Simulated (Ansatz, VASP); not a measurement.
**ScAl3 in VASP and in Ansatz**

Contents of INCAR:

```
PREC     = Accurate       # precision mode
ENCUT    = 520            # plane-wave cutoff, eV
EDIFF    = 1E-6           # SCF threshold, eV
ISMEAR   = -1             # smearing method
SIGMA    = 0.05           # smearing width, eV
LREAL    = False          # projectors in reciprocal space
LASPH    = True           # aspherical terms in the spheres
NELM     = 60             # most SCF steps
ALGO     = Fast           # electronic algorithm
ISIF     = 2              # what is computed and relaxed
LWAVE    = False          # write WAVECAR
LCHARG   = False          # write CHGCAR
GGA      = RP             # functional
NBANDS   = 18             # bands
```

File KPOINTS:

```
Automatic mesh
0
Gamma
  7 7 7
```

Contents of POSCAR:

```
ScAl3
1.0
    4.0878065700      0.0000000000      0.0000000000
    0.0000000000      4.0878065700      0.0000000000
    0.0000000000      0.0000000000      4.0878065700
Sc Al
1 3
Direct
    0.0000000000      0.0000000000      0.0000000000
    0.5000000000      0.5000000000      0.0000000000
    0.0000000000      0.5000000000      0.5000000000
    0.5000000000      0.0000000000      0.5000000000
```

input.yaml

```yaml
crystal:
  lattice:
    - [4.08780657, 0.0, 0.0]
    - [0.0, 4.08780657, 0.0]
    - [0.0, 0.0, 4.08780657]
  atoms:
    - { symbol: Sc, position: [0.0, 0.0, 0.0] }
    - { symbol: Al, position: [0.5, 0.5, 0.0] }
    - { symbol: Al, position: [0.0, 0.5, 0.5] }
    - { symbol: Al, position: [0.5, 0.0, 0.5] }
hamiltonian:
  xc: rpbe
  pseudopotentials: { kind: paw }
kpoints:
  mp_grid: { grid: [7, 7, 7] }
  band_path:
    path:
      - [[0.0, 0.0, 0.0], [0.0, 0.5, 0.0], [0.5, 0.5, 0.0], [0.0, 0.0, 0.0], [0.5, 0.5, 0.5], [0.0, 0.5, 0.0]]
      - [[0.5, 0.5, 0.0], [0.5, 0.5, 0.5]]
    npoints: 14
scf:
  occupations: { method: fermi_dirac, width: 0.05 }
  n_extra_bands: 10
output:
  forces: true
  stress: true
  eigenvalues: true
  fatbands: true
  write_density: true
  write_potential: true
  elf: true
  volumetric_format: npy
```

Alike in both runs: functional RPBE; k mesh 7 × 7 × 7; occupations fermi-dirac, width 0.05 eV; no spin polarisation.

|  | VASP | Ansatz |
| --- | --- | --- |
| version | VASP 6.6.1 | Ansatz 0.2.0 |
| potentials or method | VASP PAW PBE potentials, release 64 (Sc_sv, Al) | Ansatz PAW |
| plane-wave cutoff (eV) | 520 | 420 |
| valence electrons in the cell | 20 | 20 |
| task | single point | band structure |

Ansatz gave:

| Property | Result |
| --- | --- |
| gap on the k mesh at the Fermi level (eV) | none |
| pressure (GPa) | 3.2 |

Problem. What did VASP give for the same quantities?

Solution. gap on the k mesh at the Fermi level (eV): none; pressure (GPa): 3.1.

VASP's potentials were made for PBE, not for RPBE. A gap of «none» marks a metal or a gap that the smearing closes.
